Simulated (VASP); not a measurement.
Al (a cell with a defect), 31 atoms in the cell. The cell holds a defect, 31 atoms: a = 8.100 Å, b = 8.100 Å, c = 8.100 Å, α = 90.00°, β = 90.00°, γ = 90.00°. 

| Property | Result |
| --- | --- |
| Program | VASP 6.6.1 |
| Task | single point |
| Functional | PBEsol |
| Potentials or basis | VASP PAW PBE potentials, release 64 (Al) |
| Cutoff | 520 eV |
| k mesh | 3 × 3 × 3 |
| Occupations | gaussian, width 0.05 eV |
| Spin | no spin polarisation |
| Dipole correction | no |
| Further INCAR settings | LREAL = Auto; ALGO = Normal; EDIFF = 1e-07; NBANDS = 68 |

Potentials or basis: VASP PAW PBE potentials, release 64 (Al).

The run is started by

```console
$ cat potpaw_PBE.64/Al/POTCAR > POTCAR
$ mpirun -np 1 vasp_std > vasp.out
```

Hardware: 1 thread of Oxide Virtual Turin-like Processor, on a shared host.

Problem. Estimate the wall time of this run.

Solution. Run time: 14 min on 1 thread of Oxide Virtual Turin-like Processor, on a shared host, peak memory 0.54 GiB. Counts: scf iterations 16, k points 10.
